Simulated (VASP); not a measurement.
# W18Se36F (a cell with a defect) in VASP: notebook, part 2 of 2

VASP 6.6.1. Earlier steps stand in the parts before.

## 3. Single point, PBE

The input, INCAR:

```
ALGO = Normal
EDIFF = 1E-7
ENCUT = 520
GGA = PE
ISIF = 2
ISMEAR = -1
LASPH = T
LCHARG = F
LREAL = Auto
LWAVE = F
NBANDS = 270
NELECT = 476.0
NELM = 100
PREC = Accurate
SIGMA = 0.01
```

The input, KPOINTS:

```
k-points
0
Gamma
  1 1 1
```

The input, POSCAR:

```
W18Se36F
1.0
    9.7497821400      0.0000000800      0.0000000000
   -4.8748911500      8.4435589800      0.0000000000
    0.0000000000      0.0000000000     12.8261208300
W Se F
18 36 1
Direct
    0.2143817455      0.1211428718      0.7479763466
    0.1210597407      0.2144121921      0.2522506253
    0.2133125878      0.4550397518      0.7459299758
    0.1194093908      0.5472219714      0.2566812713
    0.2122243664      0.7870221548      0.7470858202
    0.1209228095      0.8809214228      0.2543739485
    0.5471267117      0.1194960512      0.7436511106
    0.4550265752      0.2134443506      0.2541876101
    0.5456159060      0.4546906068      0.7463279917
    0.4546479720      0.5456420657      0.2538527465
    0.5477422073      0.7916452022      0.7410960902
    0.4543902655      0.8794141169      0.2526884038
    0.8808807682      0.1209802563      0.7458828064
    0.7869745784      0.2122389316      0.2531522230
    0.8793786648      0.4544688962      0.7475836324
    0.7915192889      0.5477327686      0.2591236309
    0.8797866804      0.7866709933      0.7476111544
    0.7866123854      0.8798402374      0.2526155837
    0.1021076027      0.2329048683      0.8771145344
    0.2316326422      0.1036412470      0.3837262307
    0.1035329311      0.2316005604      0.6164591855
    0.2327785271      0.1021095469      0.1231122816
    0.1017723809      0.5647074892      0.8779231967
    0.2321816157      0.4349695419      0.3843430189
    0.1004359072      0.5653523595      0.6162623996
    0.2296182646      0.4397357785      0.1250859103
    0.1018837894      0.8983467765      0.8786771269
    0.2330270143      0.7711393971      0.3847767431
    0.1017655448      0.8986524533      0.6171899598
    0.2304100947      0.7678200622      0.1235531788
    0.4396183420      0.2298344773      0.8751826175
    0.5652774798      0.1005368656      0.3839476538
    0.4349346598      0.2322025546      0.6158835633
    0.5646711025      0.1017502166      0.1222958228
    0.4383981683      0.5754952357      0.8722743336
    0.5650919454      0.4348335771      0.3859485705
    0.4348276372      0.5651801541      0.6142168863
    0.5753892560      0.4384899736      0.1277662999
    0.4366045768      0.8989336112      0.8755309691
    0.5651541571      0.7687168373      0.3835310041
    0.4316132500      0.8985380434      0.6132482380
    0.5639709401      0.7660747050      0.1218765222
    0.7677756867      0.2304900035      0.8767412337
    0.8985971750      0.1017853881      0.3830507341
    0.7710256583      0.2330745771      0.6155340422
    0.8982854853      0.1019072562      0.1215498451
    0.7659919855      0.5640482822      0.8783605074
    0.8983876967      0.4316074462      0.3870170152
    0.7687090327      0.5652006399      0.6166898086
    0.8988937525      0.4366432374      0.1247424706
    0.7665910176      0.8981549080      0.8759229816
    0.8997646983      0.7729632663      0.3857683134
    0.7729520053      0.8998540729      0.6144508620
    0.8981011377      0.7666276677      0.1243207530
    0.3792185329      0.3790739163      0.0002751416
```

Potentials or basis: VASP PAW PBE potentials, release 64 (W_sv, Se, F).

Command:

```console
cat potpaw_PBE.64/W_sv/POTCAR potpaw_PBE.64/Se/POTCAR potpaw_PBE.64/F/POTCAR > POTCAR
mpirun -np 1 vasp_gam > vasp.out
```

OUTCAR:

```text
EDIFF = 1E-7
   ENCUT = 520
   GGA = PE
   ISIF = 2
   ISMEAR = -1
   LASPH = T
   LREAL = Auto
   NELECT = 476.0
   NELM = 100
   PREC = Accurate

 ion  position               nearest neighbor table
   1  0.214  0.121  0.748-  31 2.51  19 2.51  21 2.52  33 2.52  29 2.52  27 2.52   9 3.24   5 3.25
                            13 3.25   7 3.25   3 3.26  17 3.26
   2  0.121  0.214  0.252-  26 2.51  22 2.51  20 2.52  24 2.52  44 2.52  46 2.52  10 3.24  14 3.25
                             6 3.25   4 3.25   8 3.26  18 3.26
   3  0.213  0.455  0.746-  35 2.50  21 2.51  25 2.51  19 2.52  37 2.52  23 2.52   9 3.24   5 3.24
                            13 3.25  15 3.25   1 3.26  11 3.27
   4  0.119  0.547  0.257-  26 2.50  28 2.50  48 2.51  24 2.51  50 2.52  30 2.53  16 3.20   6 3.25
                            12 3.25   2 3.25  14 3.25  10 3.28
   5  0.212  0.787  0.747-  29 2.51  39 2.51  25 2.51  23 2.52  27 2.52  41 2.53  17 3.24   3 3.24
                            15 3.24   1 3.25  11 3.25   7 3.25
   6  0.121  0.881  0.254-  20 2.51  28 2.51  22 2.51  54 2.51  52 2.52  30 2.52  16 3.23   4 3.25
                             8 3.25   2 3.25  18 3.25  12 3.26
   7  0.547  0.119  0.744-  31 2.50  45 2.50  41 2.51  33 2.51  39 2.52  43 2.53  11 3.20  13 3.25
                             1 3.25  15 3.25   5 3.25   9 3.28
   8  0.455  0.213  0.254-  38 2.50  20 2.51  32 2.51  22 2.52  36 2.52  34 2.52  10 3.24  14 3.24
                             6 3.25  12 3.25   2 3.26  16 3.27
   9  0.546  0.455  0.746-  49 2.51  35 2.51  33 2.52  47 2.52  31 2.52  37 2.52   1 3.24   3 3.24
[... 53 lines left out ...]
  53  0.773  0.900  0.614-  11 2.50  13 2.52  17 2.52
  54  0.898  0.767  0.124-  18 2.51   6 2.51  16 2.53
  55  0.379  0.379  0.000-

  LATTYP: Found a hexagonal cell.
 ALAT       =     9.7497821400
 C/A-ratio  =     1.3155289673

  Lattice vectors:

 A1 = (   9.7497821400,   0.0000000800,   0.0000000000)
 A2 = (  -4.8748911500,   8.4435589800,   0.0000000000)
 A3 = (   0.0000000000,   0.0000000000,  12.8261208300)

Analysis of symmetry for initial positions (statically):
=====================================================================
 Subroutine PRICEL returns:
 Original cell was already a primitive cell.

 Routine SETGRP: Setting up the symmetry group for a
 hexagonal supercell.

 Subroutine GETGRP returns: Found  1 space group operations
 (whereof  1 operations were pure point group operations)
 out of a pool of 24 trial point group operations.

The static configuration has the point symmetry C_1 .

Analysis of symmetry for dynamics (positions and initial velocities):
=====================================================================
 Subroutine PRICEL returns:
 Original cell was already a primitive cell.

 Routine SETGRP: Setting up the symmetry group for a
 hexagonal supercell.

 Subroutine GETGRP returns: Found  1 space group operations
 (whereof  1 operations were pure point group operations)
 out of a pool of 24 trial point group operations.

The dynamic configuration has the point symmetry C_1 .

 Subroutine INISYM returns: Found  1 space group operations
 (whereof  1 operations are pure point group operations),
 and found     1 'primitive' translations

----------------------------------------------------------------------------------------

[... 143 lines left out ...]
     0.118433471  0.118433471  0.077965896

  Shift w.r.t. Gamma in fractional coordinates (k-lattice)
     0.000000000  0.000000000  0.000000000

 Subroutine IBZKPT returns following result:
 ===========================================

 Found      1 irreducible k-points:

 Following reciprocal coordinates:
            Coordinates               Weight
  0.000000  0.000000  0.000000      1.000000
   k-points           NKPTS =      1   k-points in BZ     NKDIM =      1   number of bands    NBANDS=    270
   number of dos      NEDOS =    301   number of ions     NIONS =     55
   total plane-waves  NPLWV = 614400
   dimension x,y,z NGX =    80 NGY =   80 NGZ =   96
   dimension x,y,z NGXF=   160 NGYF=  160 NGZF=  192
   ions per type =              18  36   1
   NGX,Y,Z   is equivalent  to a cutoff of  13.64, 13.64, 12.44 a.u.
   NGXF,Y,Z  is equivalent  to a cutoff of  27.28, 27.28, 24.89 a.u.
 SYSTEM =  unknown system
   PREC   = accura    normal or accurate (medium, high low for compatibility)
   ISTART =      0    job   : 0-new  1-cont  2-samecut
   ICHARG =      2    charge: 1-file 2-atom 10-const
   ISPIN  =      1    spin polarized calculation?
   LNONCOLLINEAR =      F non collinear calculations
   LSORBIT =      F    spin-orbit coupling
   LASPH  =      T    aspherical Exc in radial PAW
   ENCUT  =  520.0 eV  38.22 Ry    6.18 a.u.  18.13 18.13 23.85*2*pi/ulx,y,z
   NELM   =    100;   NELMIN=  2; NELMDL= -5     # of ELM steps
   EDIFF  = 0.1E-06   stopping-criterion for ELM
   LREAL  =      T    real-space projection
   EDIFFG = 0.1E-05   stopping-criterion for IOM
   NSW    =      0    number of steps for IOM
   IBRION =     -1    ionic relax: 0-MD 1-quasi-New 2-CG
   NFREE  =      0    steps in history (QN), initial steepest desc. (CG)
   ISIF   =      2    stress and relaxation
   ISYM   =      2    0-nonsym 1-usesym 2-fastsym
   POTIM  = 0.5000    time-step for ionic-motion
   TEBEG  =    0.0;   TEEND  =   0.0 temperature during run
   PSTRESS=    0.0 pullay stress
   NELECT =     476.0000    total number of electrons
   NUPDOWN=      -1.0000    fix difference up-down
   EMIN   =  10.00;   EMAX   =-10.00  energy-range for DOS
   EFERMI =   0.00;   METHOD = LEGACY
   ISMEAR =    -1;   SIGMA  =   0.01  broadening in eV -4-tet -1-fermi 0-gaus
   EFERMI_NEDOS =   21; number of points for ismear=-14 and -15
   IALGO  =     38    algorithm
   IMIX   =      4    mixing-type and parameters
     AMIX     =   0.40;   BMIX     =  1.00
     AMIX_MAG =   1.60;   BMIX_MAG =  1.00
  volume/ion in A,a.u.               =      19.20       129.55
  Fermi-wavevector in a.u.,A,eV,Ry     =   1.255274  2.372124 21.438876  1.575713
  Thomas-Fermi vector in A             =   2.389039
   LORBIT       =      0    0 simple, 1 ext, 2 COOP (PROOUT), +10 PAW based schemes
   GGA     = PE    functional components
[... 5 lines left out ...]
 non-spin polarized calculation
  energy-cutoff  :      520.00
  volume of cell :     1055.88
 maximum number of plane-waves:     14202
 NGX is ok and might be reduce to    80
   NGX = 37   NGY = 37   NGZ = 47

 number of electron     476.0000013 magnetization

 Free energy of the ion-electron system (eV)
  ---------------------------------------------------
  ext. energy  EPLUGINS =         0.00000000
  ---------------------------------------------------
  free energy    TOTEN  =      -380.91629662 eV

  energy without entropy =     -380.91629662  energy(sigma->0) =     -380.91629662

 E-fermi :   7.1527     XC(G=0): -11.0080

 val. band max:        6.8065043537   @ k =   0.0000   0.0000   0.0000
 cond. band min:       8.2366266636   @ k =   0.0000   0.0000   0.0000
 fundamental gap:      1.4301223099
 Fermi energy:         7.1527375179

 k-point     1 :       0.0000    0.0000    0.0000
  band No.  band energies     occupation
      1     -67.4221      2.00000
      2     -67.4210      2.00000
      3     -67.4177      2.00000
      4     -67.4165      2.00000
      5     -67.4147      2.00000
      6     -67.4135      2.00000
[... 242 lines left out ...]
    249       8.5232      0.00000
    250       8.7069      0.00000
 [bands above 250 left out]

------------------------ aborting loop because EDIFF is reached ----------------------------------------

  FORCE on cell =-STRESS in cart. coord.  units (eV):
  Direction    XX          YY          ZZ          XY          YZ          ZX
  --------------------------------------------------------------------------------------
  -------------------------------------------------------------------------------------
  Total       71.1050020     71.5553811     67.8363215      0.4010982     -0.7857887      1.3661554
  in kB      107.8934186    108.5768155    102.9335830      0.6086191     -1.1923413      2.0729790
  external PRESSURE =     106.4679390 kB  Pullay stress =       0.0000000 kB

 VOLUME and BASIS-vectors are now :
 -----------------------------------------------------------------------------
  energy-cutoff  :      520.00
  volume of cell :     1055.88
      direct lattice vectors                 reciprocal lattice vectors
     9.749782140  0.000000080  0.000000000     0.102566394  0.059216736  0.000000000
    -4.874891150  8.443558980  0.000000000    -0.000000001  0.118433471  0.000000000
     0.000000000  0.000000000 12.826120830     0.000000000  0.000000000  0.077965896

 POSITION                                       TOTAL-FORCE (eV/Angst)
 -----------------------------------------------------------------------------------
      1.49962      1.02288      9.59363         0.024167     -0.002262      0.007581
      0.13507      1.81040      3.23540        -0.015481      0.022724     -0.007948
     -0.13852      3.84215      9.56739         0.056733      0.005119      0.054346
     -1.50343      4.62050      3.29223        -0.027958      0.026362      0.025588
     -1.76751      6.64527      9.58221         0.024506     -0.007941      0.007444
     -3.11542      7.43811      3.26263        -0.014808      0.029631     -0.001832
[... 47 lines left out ...]
      5.01906      6.47307      1.59455        -0.001031      0.022037     -0.062844
      1.84935      3.20073      0.00353        -0.382026     -0.636171     -0.010731
 -----------------------------------------------------------------------------------
    total drift:                               -0.014160     -0.027900      0.003262

  FREE ENERGIE OF THE ION-ELECTRON SYSTEM (eV)
  ---------------------------------------------------
  free  energy   TOTEN  =      -380.9162966162 eV

  energy  without entropy=     -380.9162966162  energy(sigma->0) =     -380.91629662
```

Wall time 19 min (1 thread of Intel Xeon Platinum 8259CL at 2.50GHz (Skylake/Cascade Lake), shared host); peak memory 1.2 GiB.

What came out:

```yaml
Free_energy: -380.9163 eV
Largest_force: 0.742 eV/Å
```

Forces on the atoms (eV/Å):
```
W    0.024 -0.002  0.008
W   -0.015  0.023 -0.008
W    0.057  0.005  0.054
W   -0.028  0.026  0.026
W    0.025 -0.008  0.007
W   -0.015  0.030 -0.002
W    0.036 -0.010 -0.032
W   -0.024  0.047 -0.050
W    0.039 -0.011  0.016
W   -0.034  0.029 -0.017
W    0.037 -0.011  0.026
W   -0.013  0.025 -0.012
W    0.032  0.003  0.001
W   -0.020  0.018 -0.009
W    0.027  0.001  0.010
W   -0.029  0.027 -0.032
W    0.028 -0.003  0.006
W   -0.016  0.023 -0.006
Se   0.023 -0.008  0.073
Se  -0.003  0.027  0.025
Se   0.025  0.012 -0.023
Se  -0.016  0.015 -0.076
Se   0.024  0.000  0.073
Se  -0.013  0.024  0.049
Se   0.049 -0.019 -0.027
Se  -0.062  0.032 -0.049
Se   0.024  0.001  0.053
Se  -0.005  0.041  0.054
Se   0.023 -0.002 -0.046
Se  -0.020  0.011 -0.054
Se   0.068 -0.048  0.050
Se  -0.043  0.033  0.026
Se   0.025  0.001 -0.049
Se  -0.015  0.024 -0.071
Se   0.104  0.013  0.111
Se  -0.041  0.031  0.035
Se   0.046 -0.018 -0.033
Se  -0.022  0.103 -0.084
Se   0.023 -0.006  0.052
Se  -0.018  0.021  0.037
Se   0.035 -0.021 -0.057
Se  -0.010  0.018 -0.075
Se   0.020 -0.010  0.055
Se  -0.012  0.019  0.047
Se   0.039  0.014 -0.055
Se  -0.012  0.022 -0.056
Se   0.027  0.001  0.074
Se  -0.034  0.019  0.059
Se   0.027 -0.004 -0.037
Se  -0.019  0.020 -0.054
Se   0.020  0.009  0.063
Se  -0.010  0.023  0.046
Se   0.024  0.004 -0.048
Se  -0.001  0.022 -0.063
F   -0.382 -0.636 -0.011
```

Caveat: the k points lie up to 0.74 Å⁻¹ apart; the cell carries a net charge on a neutralising background, which shifts energy and pressure; the cell is charged against a uniform background, so pressure and absolute levels hang on convention; spin-orbit coupling is left out, which moves the levels of the heavy elements.
